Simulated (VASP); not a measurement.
Input of a VASP 6.6.1 run:

INCAR

```
PREC     = Accurate       # precision mode
ENCUT    = 600            # plane-wave cutoff, eV
EDIFF    = 1E-6           # SCF threshold, eV
ISMEAR   = -1             # smearing method
SIGMA    = 0.05           # smearing width, eV
LREAL    = False          # projectors in reciprocal space
LASPH    = True           # aspherical terms in the spheres
NELM     = 100            # most SCF steps
ALGO     = Normal         # electronic algorithm
ISIF     = 3              # what is computed and relaxed
LWAVE    = False          # write WAVECAR
LCHARG   = False          # write CHGCAR
GGA      = PS             # functional
IBRION   = 2              # ionic algorithm
NSW      = 60             # ionic steps
EDIFFG   = -0.01          # ionic threshold
```

File KPOINTS:

```
regular mesh
0
Gamma
  8 8 8
```

POSCAR

```
InSe
1.0
    2.0000000000      1.1547005384      8.4400000000
   -2.0000000000      1.1547005384      8.4400000000
    0.0000000000     -2.3094010768      8.4400000000
In Se
2 2
Direct
    0.8886000000      0.8886000000      0.8886000000
    0.0000000000      0.0000000000      0.0000000000
    0.1719000000      0.1719000000      0.1719000000
    0.3835000000      0.3835000000      0.3835000000
```

Potentials or basis: VASP PAW PBE potentials, release 64 (In_d, Se).

Run with:

```bash
$ cat potpaw_PBE.64/In_d/POTCAR potpaw_PBE.64/Se/POTCAR > POTCAR
$ mpirun -np 1 vasp_std > vasp.out
```

**Question.** Estimate the band gap on the k mesh.

**Answer.** 0.32 eV.

**Question.** What does it give for the relaxed volume?

**Answer.** 29.25 Å³/atom.

**Question.** Predict the relaxed cell.

**Answer.** a = 8.707 Å, b = 8.707 Å, c = 8.707 Å, α = 26.64°, β = 26.64°, γ = 26.64°.

Forces on the atoms (eV/Å):
```
In   0.000  0.000  0.005
In   0.000  0.000 -0.001
Se   0.000  0.000  0.005
Se   0.000  0.000 -0.009
```

Caveat: semilocal functionals underestimate gaps, and a narrow one can read as zero; the PAW data sets were made with another functional, which shifts forces and pressure a little; spin-orbit coupling is left out, which moves the levels of the heavy elements. A k mesh can miss the band edges.
